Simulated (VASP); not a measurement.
Write the native input for VASP 6.6.1 that does the following.

```
Task                   : single point
Functional             : PBE
Potentials or basis    : VASP PAW PBE potentials, release 64 (Cd, Te)
Cutoff                 : 520 eV
k mesh                 : 8 × 8 × 8
Occupations            : gaussian, width 0.05 eV
Spin                   : no spin polarisation
Dipole correction      : no
Further INCAR settings : ALGO = Normal; EDIFF = 1e-06; NBANDS = 16
```

The structure of CdTe lies in POSCAR:

```
CdTe
1.0
    0.0000000000      2.8554741353      4.0376404273
    2.8554741353      0.0000000000      4.0376404273
    2.8554741353      2.8554741353      0.0000000000
Cd Te
1 1
Direct
    0.0000000000      0.0000000000      0.0000000000
    0.7500000000      0.7500000000      0.7500000000
```

This cell differs from its parent crystal: ratio of the length along z to the lengths across it x 1.414, volume and fractional coordinates fixed.

These files were run (other wordings do the same):

INCAR

```
PREC = Accurate ; ENCUT = 520
EDIFF = 1E-6 ; ISMEAR = 0
SIGMA = 0.05 ; LREAL = F
LASPH = T ; NELM = 60
ALGO = Normal ; ISIF = 2
LWAVE = F ; LCHARG = T
GGA = PE ; LELF = T
LVHAR = T ; NBANDS = 16
```

KPOINTS

```
Automatic mesh
0
Gamma
  8 8 8
```

Potentials or basis: VASP PAW PBE potentials, release 64 (Cd, Te).

Launch:

```sh
$ cat potpaw_PBE.64/Cd/POTCAR potpaw_PBE.64/Te/POTCAR > POTCAR
$ mpirun -np 1 vasp_std > vasp.out
```

Results of the run:

| Item | Value |
| --- | --- |
| Pressure | 2.7 GPa |
| Band gap on the k mesh | zero (band 9 reaches 3.26 eV, above the bottom of band 10 at 3.22 eV) |

Caveat: spin-orbit coupling is left out, which moves the levels of the heavy elements.

Run time: 34 s on 1 thread of AMD EPYC 9R45 96-Core Processor (Zen 5) (shared host), peak memory 0.21 GiB.
